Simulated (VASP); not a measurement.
Input of a VASP 6.6.1 run:

File INCAR:

```
PREC     = Accurate       # precision mode
ENCUT    = 520            # plane-wave cutoff, eV
EDIFF    = 1E-6           # SCF threshold, eV
ISMEAR   = 0              # smearing method
SIGMA    = 0.05           # smearing width, eV
LREAL    = False          # projectors in reciprocal space
LASPH    = True           # aspherical terms in the spheres
NELM     = 100            # most SCF steps
ALGO     = Normal         # electronic algorithm
ISIF     = 2              # what is computed and relaxed
LWAVE    = False          # write WAVECAR
LCHARG   = False          # write CHGCAR
GGA      = PE             # functional
NBANDS   = 15             # bands
```

KPOINTS

```
regular mesh
0
Gamma
  8 8 8
```

File POSCAR:

```
KF
1.0
   -0.0577164121      2.6819866952      2.6819866952
    2.6819866952     -0.0577164121      2.6819866952
    2.6819866952      2.6819866952     -0.0577164121
K F
1 1
Direct
    0.0000000000      0.0000000000      0.0000000000
    0.5000000000      0.5000000000      0.5000000000
```

Potentials or basis: VASP PAW PBE potentials, release 64 (K_sv, F).

Launch:

```console
$ cat potpaw_PBE.64/K_sv/POTCAR potpaw_PBE.64/F/POTCAR > POTCAR
$ mpirun -np 1 vasp_std > vasp.out
```

**Question.** What does it give for the pressure?

**Answer.** 0.0 GPa.

**Question.** What does it give for the band gap on the k mesh?

**Answer.** 5.92 eV.

Stress tensor (GPa, compression positive):
```
-0.01  0.27  0.27
 0.27 -0.01  0.27
 0.27  0.27 -0.01
```

A k mesh can miss the band edges.
